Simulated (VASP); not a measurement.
BN (rocksalt type): single point with PBEsol

BN (rocksalt type):

```
CELL_PARAMETERS angstrom
0.00000 1.61656 1.61656
1.61656 0.00000 1.61656
1.61656 1.61656 0.00000
ATOMIC_POSITIONS crystal
B 0.00000 0.00000 0.00000
N 0.50000 0.50000 0.50000
```

This cell differs from its parent crystal: volume scaled by 0.8.

| Quantity | Value |
| --- | --- |
| Program | VASP 6.6.1 |
| Task | single point |
| Functional | PBEsol |
| Potentials or basis | VASP PAW PBE potentials, release 64 (B, N) |
| Cutoff | 520 eV |
| k mesh | 15 × 15 × 15 |
| Occupations | fermi-dirac, width 0.1 eV |
| Spin | no spin polarisation |
| Dipole correction | no |
| Further INCAR settings | ALGO = Normal; EDIFF = 1e-06; NBANDS = 11 |

```yaml
Pressure: 137.2 GPa
Band_gap_on_the_k_mesh: 3.21 eV, indirect (least direct gap 6.74 eV)
```

Levels at points of the mesh, in eV from the valence-band top:
```tsv
k point	band 1	band 2	band 3	band 4	band 5	band 6	band 7	band 8	band 9
(0.00, 0.00, 0.00)	-26.01	-1.04	-1.04	-1.04	14.57	14.57	14.57	14.79	19.78
```

Wall time 5.9 s on 1 thread of AMD EPYC 9R45 96-Core Processor (Zen 5) (shared host), peak memory 0.09 GiB.

Caveat: the PAW data sets were made with another functional, which shifts forces and pressure a little. A k mesh can miss the band edges.
